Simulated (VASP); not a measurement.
# Mg6CoSb (Amm2) in VASP: single point with PBE

Aim: the single point of Mg6CoSb with PBE.

All numbers are computed with VASP 6.6.1; they aren't measurements. Logs are shortened: lines on timing, memory, paths and dates and some standing lists are left out, and cuts for length are marked.

## 1. The cell of the first run

It takes space group Amm2 (No. 38, orthorhombic). The conventional cell has a = 4.881 Å, b = 6.227 Å, c = 10.655 Å, α = 90.00°, β = 90.00°, γ = 90.00°. Within 3.9 Å of Sb (site symmetry mm2) lie 10 Mg at 2.94 to 3.23 Å and 2 Co at 3.04 Å. Co (site symmetry mm2) has 10 Mg at 2.94 to 3.23 Å and 2 Sb at 3.04 Å within 3.9 Å. Within 4.0 Å of Mg (site symmetry mm2) lie 10 Mg at 3.01 to 3.12 Å and 2 Sb at 3.11 Å. Mg (site symmetry m) has 2 Sb at 2.94 to 3.23 Å and 8 Mg at 2.94 to 3.28 Å and 2 Co at 2.94 Å within 3.9 Å. Within 4.0 Å of Mg (site symmetry mm2) lie 10 Mg at 3.01 to 3.10 Å and 2 Co at 3.11 Å. Within 3.9 Å of Mg (site symmetry m) lie 2 Co at 2.94 to 3.23 Å and 8 Mg at 3.01 to 3.22 Å and 2 Sb at 3.09 Å.

## 2. Single point, PBE, collinear spin, ferromagnetic start

INCAR reads:

```
PREC = Accurate
ENCUT = 520
EDIFF = 1E-6
ISMEAR = -1
SIGMA = 0.05
LREAL = False
LASPH = True
NELM = 150
ALGO = Normal
ISIF = 2
LWAVE = False
LCHARG = True
ISPIN = 2
MAGMOM = 0 2 0 0 0 0 0 0
LORBIT = 11
LMAXMIX = 4
GGA = PE
LELF = True
LVHAR = True
NBANDS = 27
```

KPOINTS reads:

```
regular mesh
0
Gamma
  6 5 5
```

POSCAR reads:

```
Mg6CoSb
1.0
    4.8811520000      0.0000000000      0.0000000000
    0.0000000000      3.1136065000      5.3272715000
    0.0000000000     -3.1136065000      5.3272715000
Sb Co Mg
1 1 6
Direct
    0.5000000000      0.6727890000      0.6727890000
    0.0000000000      0.8421750000      0.8421750000
    0.5000000000      0.1692510000      0.1692510000
    0.5000000000      0.6749950000      0.1474850000
    0.5000000000      0.1474850000      0.6749950000
    0.0000000000      0.3340140000      0.3340140000
    0.0000000000      0.8379730000      0.3213170000
    0.0000000000      0.3213170000      0.8379730000
```

Potentials or basis: VASP PAW PBE potentials, release 64 (Sb, Co, Mg).

Started as:

```
> cat potpaw_PBE.64/Sb/POTCAR potpaw_PBE.64/Co/POTCAR potpaw_PBE.64/Mg/POTCAR > POTCAR
> mpirun -np 1 vasp_std > vasp.out
```

OUTCAR:

```text
PREC = Accurate
   ENCUT = 520
   EDIFF = 1E-6
   ISMEAR = -1
   LREAL = False
   LASPH = True
   NELM = 150
   ISIF = 2
   ISPIN = 2
   LORBIT = 11
   GGA = PE

 ion  position               nearest neighbor table
   1  0.500  0.673  0.673-   4 2.94   5 2.94   2 3.04   2 3.04   8 3.09   7 3.09   7 3.09   8 3.09
                             3 3.11   3 3.11   5 3.23   4 3.23
   2  0.000  0.842  0.842-   4 2.94   5 2.94   4 2.94   5 2.94   7 2.94   8 2.94   1 3.04   1 3.04
                             6 3.11   6 3.11   8 3.23   7 3.23
   3  0.500  0.169  0.169-   6 3.01   6 3.01   8 3.02   7 3.02   7 3.02   8 3.02   4 3.06   5 3.06
                             1 3.11   1 3.11   4 3.12   5 3.12
   4  0.500  0.675  0.147-   1 2.94   5 2.94   2 2.94   2 2.94   7 3.03   7 3.03   6 3.05   6 3.05
                             3 3.06   3 3.12   1 3.23   5 3.28
   5  0.500  0.147  0.675-   1 2.94   4 2.94   2 2.94   2 2.94   8 3.03   8 3.03   6 3.05   6 3.05
                             3 3.06   3 3.12   1 3.23   4 3.28
   6  0.000  0.334  0.334-   3 3.01   3 3.01   5 3.05   4 3.05   4 3.05   5 3.05   7 3.07   8 3.07
                             8 3.10   7 3.10   2 3.11   2 3.11
   7  0.000  0.838  0.321-   2 2.94   8 3.01   3 3.02   3 3.02   4 3.03   4 3.03   6 3.07   1 3.09
                             1 3.09   6 3.10   8 3.22   2 3.23
   8  0.000  0.321  0.838-   2 2.94   7 3.01   3 3.02   3 3.02   5 3.03   5 3.03   6 3.07   1 3.09
                             1 3.09   6 3.10   7 3.22   2 3.23

  LATTYP: Found a base centered orthorhombic cell.
 ALAT       =     6.2272130000
 B/A-ratio  =     1.7109649212
 C/A-ratio  =     0.7838421458

  Lattice vectors:

 A1 = (   0.0000000000,   3.1136065000,  -5.3272715000)
 A2 = (   0.0000000000,   3.1136065000,   5.3272715000)
 A3 = (   4.8811520000,   0.0000000000,   0.0000000000)

Analysis of symmetry for initial positions (statically):
=====================================================================
 Subroutine PRICEL returns:
 Original cell was already a primitive cell.

 Routine SETGRP: Setting up the symmetry group for a
 base centered orthorhombic supercell.

 Subroutine GETGRP returns: Found  4 space group operations
 (whereof  4 operations were pure point group operations)
 out of a pool of  8 trial point group operations.

The static configuration has the point symmetry C_2v.

Analysis of symmetry for dynamics (positions and initial velocities):
=====================================================================
 Subroutine PRICEL returns:
 Original cell was already a primitive cell.

 Routine SETGRP: Setting up the symmetry group for a
 base centered orthorhombic supercell.

 Subroutine GETGRP returns: Found  4 space group operations
 (whereof  4 operations were pure point group operations)
 out of a pool of  8 trial point group operations.

The dynamic configuration has the point symmetry C_2v.

Analysis of structural, dynamic, and magnetic symmetry:
=====================================================================
 Subroutine PRICEL returns:
 Original cell was already a primitive cell.

 Routine SETGRP: Setting up the symmetry group for a
 base centered orthorhombic supercell.

 Subroutine GETGRP returns: Found  4 space group operations
 (whereof  4 operations were pure point group operations)
 out of a pool of  8 trial point group operations.

The overall configuration has the point symmetry C_2v.

 Subroutine INISYM returns: Found  4 space group operations
 (whereof  4 operations are pure point group operations),
 and found     1 'primitive' translations

----------------------------------------------------------------------------------------

                                     Primitive cell

  volume of cell :     161.9276

  direct lattice vectors                    reciprocal lattice vectors
     4.881152000  0.000000000  0.000000000     0.204869670  0.000000000  0.000000000
     0.000000000  3.113606500  5.327271500     0.000000000  0.160585482  0.093856677
     0.000000000 -3.113606500  5.327271500     0.000000000 -0.160585482  0.093856677

  length of vectors
     4.881152000  6.170443021  6.170443021     0.204869670  0.186002077  0.186002077

  position of ions in fractional coordinates (direct lattice)
     0.500000000  0.672789000  0.672789000
     0.000000000  0.842175000  0.842175000
     0.500000000  0.169251000  0.169251000
     0.500000000  0.674995000  0.147485000
[... 76 lines left out ...]
   NGXF,Y,Z  is equivalent  to a cutoff of  24.52, 25.86, 25.86 a.u.
 SYSTEM =  unknown system
   PREC   = accura    normal or accurate (medium, high low for compatibility)
   ISTART =      0    job   : 0-new  1-cont  2-samecut
   ICHARG =      2    charge: 1-file 2-atom 10-const
   ISPIN  =      2    spin polarized calculation?
   LNONCOLLINEAR =      F non collinear calculations
   LSORBIT =      F    spin-orbit coupling
   LASPH  =      T    aspherical Exc in radial PAW
   ENCUT  =  520.0 eV  38.22 Ry    6.18 a.u.   9.08 11.47 11.47*2*pi/ulx,y,z
   NELM   =    150;   NELMIN=  2; NELMDL= -5     # of ELM steps
   EDIFF  = 0.1E-05   stopping-criterion for ELM
   LREAL  =      F    real-space projection
   EDIFFG = 0.1E-04   stopping-criterion for IOM
   NSW    =      0    number of steps for IOM
   IBRION =     -1    ionic relax: 0-MD 1-quasi-New 2-CG
   NFREE  =      0    steps in history (QN), initial steepest desc. (CG)
   ISIF   =      2    stress and relaxation
   ISYM   =      2    0-nonsym 1-usesym 2-fastsym
   POTIM  = 0.5000    time-step for ionic-motion
   TEBEG  =    0.0;   TEEND  =   0.0 temperature during run
   PSTRESS=    0.0 pullay stress
   NELECT =      26.0000    total number of electrons
   NUPDOWN=      -1.0000    fix difference up-down
   EMIN   =  10.00;   EMAX   =-10.00  energy-range for DOS
   EFERMI =   0.00;   METHOD = LEGACY
   ISMEAR =    -1;   SIGMA  =   0.05  broadening in eV -4-tet -1-fermi 0-gaus
   EFERMI_NEDOS =   21; number of points for ismear=-14 and -15
   IALGO  =     38    algorithm
   IMIX   =      4    mixing-type and parameters
     AMIX     =   0.40;   BMIX     =  1.00
     AMIX_MAG =   1.60;   BMIX_MAG =  1.00
  volume/ion in A,a.u.               =      20.24       136.59
  Fermi-wavevector in a.u.,A,eV,Ry     =   0.889800  1.681478 10.772328  0.791744
  Thomas-Fermi vector in A             =   2.011407
   LORBIT       =     11    0 simple, 1 ext, 2 COOP (PROOUT), +10 PAW based schemes
   GGA     = PE    functional components
   LHFCALC =     F    Hartree Fock is set to
   AEXX    =    0.0000 exact exchange contribution
   IVDW    =     0    specifies the selected vdW correction
   LEPSILON=     F    determine dielectric tensor
   LRPA    =     F    only Hartree local field effects (RPA)
 spin polarized calculation
  energy-cutoff  :      520.00
  volume of cell :      161.93
 maximum number of plane-waves:      4387
   NGX = 19   NGY = 23   NGZ = 23

 number of electron      26.0000002 magnetization       0.9356367

 Free energy of the ion-electron system (eV)
  ---------------------------------------------------
  ext. energy  EPLUGINS =         0.00000000
  ---------------------------------------------------
  free energy    TOTEN  =       -19.83519894 eV

  energy without entropy =      -19.79783389  energy(sigma->0) =      -19.81651642

 E-fermi :   4.4966     XC(G=0):  -9.3700

 val. band max:        4.4825249818   @ k =   0.1667   0.4000   0.4000
 cond. band min:       4.4994365188   @ k =   0.3333   0.4000   0.4000
 fundamental gap:      0.0169115371
 Fermi energy:         4.4965881965

 spin component 1

 k-point     1 :       0.0000    0.0000    0.0000
  band No.  band energies     occupation
      1      -5.7663      1.00000
      2      -0.8484      1.00000
      3       0.4776      1.00000
      4       0.4796      1.00000
      5       1.5285      1.00000
      6       1.9518      1.00000
[... 661 lines left out ...]
     24       9.7711      0.00000
     25      10.3943      0.00000

 [... further k-points ...]

 spin component 2

 k-point     1 :       0.0000    0.0000    0.0000
  band No.  band energies     occupation
      1      -5.7732      1.00000
      2      -0.8636      1.00000
      3       0.4777      1.00000
      4       0.5086      1.00000
      5       1.5746      1.00000
      6       2.0622      1.00000
[... 661 lines left out ...]
     24       9.7612      0.00000
     25      10.4163      0.00000

 [... further k-points ...]

 [bands above 25 left out]

------------------------ aborting loop because EDIFF is reached ----------------------------------------

  FORCE on cell =-STRESS in cart. coord.  units (eV):
  Direction    XX          YY          ZZ          XY          YZ          ZX
  --------------------------------------------------------------------------------------
  -------------------------------------------------------------------------------------
  Total        0.1636831      0.4788964      0.3358442      0.0000000      0.0000000      0.0000000
  in kB        1.6195470      4.7383947      3.3229787      0.0000000      0.0000000      0.0000000
  external PRESSURE =       3.2269734 kB  Pullay stress =       0.0000000 kB

 VOLUME and BASIS-vectors are now :
 -----------------------------------------------------------------------------
  energy-cutoff  :      520.00
  volume of cell :      161.93
      direct lattice vectors                 reciprocal lattice vectors
     4.881152000  0.000000000  0.000000000     0.204869670  0.000000000  0.000000000
     0.000000000  3.113606500  5.327271500     0.000000000  0.160585482  0.093856677
     0.000000000 -3.113606500  5.327271500     0.000000000 -0.160585482  0.093856677

 POSITION                                       TOTAL-FORCE (eV/Angst)
 -----------------------------------------------------------------------------------
      2.44058      0.00000      7.16826         0.000000      0.000000     -0.013342
      0.00000      0.00000      8.97299         0.000000      0.000000      0.086830
      2.44058      0.00000      1.80329         0.000000      0.000000     -0.004191
      2.44058      1.64246      4.38157         0.000000      0.003646     -0.024117
      2.44058     -1.64246      4.38157         0.000000     -0.003646     -0.024117
      0.00000      0.00000      3.55877         0.000000      0.000000     -0.005240
      0.00000      1.60866      6.17585         0.000000      0.017855     -0.007912
      0.00000     -1.60866      6.17585         0.000000     -0.017855     -0.007912
 -----------------------------------------------------------------------------------
    total drift:                               -0.000000      0.000000     -0.001592

  FREE ENERGIE OF THE ION-ELECTRON SYSTEM (eV)
  ---------------------------------------------------
  free  energy   TOTEN  =       -19.8351989440 eV

  energy  without entropy=      -19.7978338916  energy(sigma->0) =      -19.81651642

 total charge

# of ion       s       p       d       tot
------------------------------------------
    1        1.157   1.259   0.039   2.455
    2        0.338   0.221   7.331   7.889
    3        0.222   0.140   0.019   0.381
    4        0.201   0.141   0.020   0.362
    5        0.201   0.141   0.020   0.362
    6        0.207   0.150   0.013   0.370
    7        0.201   0.137   0.019   0.356
    8        0.201   0.137   0.019   0.356
--------------------------------------------------
tot          2.726   2.326   7.479  12.531

 magnetization (x)

# of ion       s       p       d       tot
------------------------------------------
    1        0.008  -0.003  -0.002   0.004
    2        0.011  -0.001   1.093   1.103
    3        0.000   0.005  -0.000   0.005
    4       -0.004  -0.004  -0.001  -0.008
    5       -0.004  -0.004  -0.001  -0.008
    6       -0.002  -0.004  -0.000  -0.007
    7       -0.002  -0.002  -0.001  -0.005
    8       -0.002  -0.002  -0.001  -0.005
--------------------------------------------------
tot          0.006  -0.014   1.088   1.080
```

Wall time 5.7 min (1 thread of Intel Xeon Platinum 8375C at 2.90GHz (Ice Lake), shared host); peak memory 0.51 GiB.

What came out:

* Free energy: -19.8352 eV
* Pressure: 0.3 GPa
* Largest force: 0.087 eV/Å
* Net moment: 0.94 μB per cell
* Site moments: Sb +0.00; Co +1.10; Mg +0.01, -0.01 (each value once) μB
* Valence electrons inside the program's atomic spheres: Sb 2.46; Co 7.89; Mg 0.38, 0.36, 0.37 (each value once)

Forces on the atoms (eV/Å):
```
Sb   0.000  0.000 -0.013
Co   0.000  0.000  0.087
Mg   0.000  0.000 -0.004
Mg   0.000  0.004 -0.024
Mg   0.000 -0.004 -0.024
Mg   0.000  0.000 -0.005
Mg   0.000  0.018 -0.008
Mg   0.000 -0.018 -0.008
```

Stress tensor (GPa, compression positive):
```
0.16 0.00 0.00
0.00 0.47 0.00
0.00 0.00 0.33
```

Levels at points of the mesh, in eV from the Fermi level:
Spin up:
```tsv
k point	band 12	band 13	band 14	band 15	band 16	band 17
(0.00, 0.00, 0.00)	-1.05	-1.05	-0.29	1.39	2.65	2.88
(0.50, 0.00, 0.00)	-1.04	-0.84	-0.67	-0.28	-0.19	0.41
```
Spin down:
| k point | band 9 | band 10 | band 11 | band 12 | band 13 | band 14 | band 15 | band 16 | band 17 | band 18 |
| --- | --- | --- | --- | --- | --- | --- | --- | --- | --- | --- |
| (0.00, 0.00, 0.00) | -1.43 | -0.69 | -0.67 | -0.29 | -0.07 | 0.24 | 1.60 | 2.67 | 2.85 | 2.96 |
| (0.50, 0.00, 0.00) | -1.34 | -1.26 | -0.94 | -0.81 | -0.76 | -0.55 | 0.11 | 0.46 | 0.81 | 0.85 |

Caveat: spin-orbit coupling is left out, which moves the levels of the heavy elements; a cell with one magnetic atom can't hold antiferromagnetic order, which such compounds often take.
